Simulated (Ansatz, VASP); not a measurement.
EuS: VASP beside Ansatz

The input INCAR:

```
SYSTEM = EuS
ALGO     = Normal         ! electronic algorithm
EDIFF    = 1E-6           ! SCF threshold, eV
ENCUT    = 600            ! plane-wave cutoff, eV
GGA      = PS             ! functional
GGA_COMPAT= .False.      
ISIF     = 2              ! what is computed and relaxed
ISMEAR   = 0              ! smearing method
ISPIN    = 2              ! spin polarisation
LASPH    = .True.         ! aspherical terms in the spheres
LCHARG   = .False.        ! write CHGCAR
LDAU     = .True.         ! DFT+U
LDAUJ    = 0 0          
LDAUL    = 3 -1           ! shell
LDAUPRINT= 1            
LDAUTYPE = 2            
LDAUU    = 6 0            ! U, eV
LMAXMIX  = 6              ! l up to which the mixer works
LORBIT   = 11             ! projections on sites
LREAL    = .False.        ! projectors in reciprocal space
LWAVE    = .False.        ! write WAVECAR
MAGMOM   = 7.55 0         ! initial moments
NBANDS   = 22             ! bands
NELM     = 200            ! most SCF steps
PREC     = Accurate       ! precision mode
SIGMA    = 0.05           ! smearing width, eV
```

Contents of KPOINTS:

```
k-points
0
Gamma
  8 8 8
  0 0 0
```

POSCAR

```
EuS
1.0
    0.0000000000      2.9785018670      2.9785018670
    2.9785018670      0.0000000000      2.9785018670
    2.9785018670      2.9785018670      0.0000000000
Eu S
1 1
Direct
    0.5000000000      0.5000000000      0.5000000000
    0.0000000000      0.0000000000      0.0000000000
```

Input for Ansatz:

```yaml
crystal:
  lattice:
    - [0.0, 2.978501867, 2.978501867]
    - [2.978501867, 0.0, 2.978501867]
    - [2.978501867, 2.978501867, 0.0]
  atoms:
    - { symbol: Eu, position: [0.5, 0.5, 0.5], spin: 7.55 }
    - { symbol: S, position: [0.0, 0.0, 0.0] }
basis:
  ecutwfc: 420
  ecutrho_ratio: 4
kpoints:
  mp_grid: { grid: [8, 8, 8] }
  band_path:
    path:
      - [[0.0, 0.0, 0.0], [0.5, 0.0, 0.5], [0.625, 0.25, 0.625]]
      - [[0.375, 0.375, 0.75], [0.0, 0.0, 0.0], [0.5, 0.5, 0.5], [0.5, 0.25, 0.75], [0.5, 0.0, 0.5]]
    npoints: 6
hamiltonian:
  xc: pbesol
  hubbard: { sites: [{ species: Eu, l: f, u_eff: 6.0 }] }
scf:
  occupations: { method: gaussian, width: 0.05 }
  lower_state_search: "off"
output:
  forces: true
  stress: true
  eigenvalues: true
  populations: true
  hubbard: { sites: [{ species: Eu, l: f }] }
  eigenstates:
    nscf_kmesh: { grid: [8, 8, 8] }
    top_band: c35
    exchange_couplings: { magnetic: [{ site: 0 }] }
    magnetocrystalline_anisotropy: {}
magnetization:
  spin_polarized: true
checkpoint:
  read: start.run
  write: ck
  compress: false
  write_wavefunctions: false
  write_every: 100000
```

Alike in both runs: task single point; functional PBEsol; k mesh 8 × 8 × 8; occupations gaussian, width 0.05 eV; collinear spin; Hubbard terms Eu f U = 6.0 eV.

```csv
,VASP,Ansatz
version,VASP 6.6.1,Ansatz 0.2.0
potentials or method,"VASP PAW PBE potentials, release 64 (Eu, S), cutoff 600 eV","scalar-relativistic, plane waves, PAW"
valence electrons in the cell,23,23
```

Ansatz gave:

| Property | Result |
| --- | --- |
| gap on the k mesh at the Fermi level (eV) | 0.58 |
| least direct gap on the mesh (eV) | 1.00 |
| pressure (GPa) | -2.1 |
| net moment per atom (μB) | 3.50 |
| size of the moment on the site where the two differ most (μB) | 6.86 |

Estimate VASP's values.

gap on the k mesh at the Fermi level (eV): 0.28; least direct gap on the mesh (eV): 0.56; pressure (GPa): -1.8; net moment per atom (μB): 3.50; size of the moment on the site where the two differ most (μB): 6.73.

VASP's potentials were made for PBE, not for PBEsol. Site moments also hang on the region over which each program counts them. The programs project onto different local orbitals, so the same U acts differently, and such runs can settle in different states. Ansatz's warnings: anisotropy in doubt, stability check not made.

Neither program's run includes spin-orbit coupling.
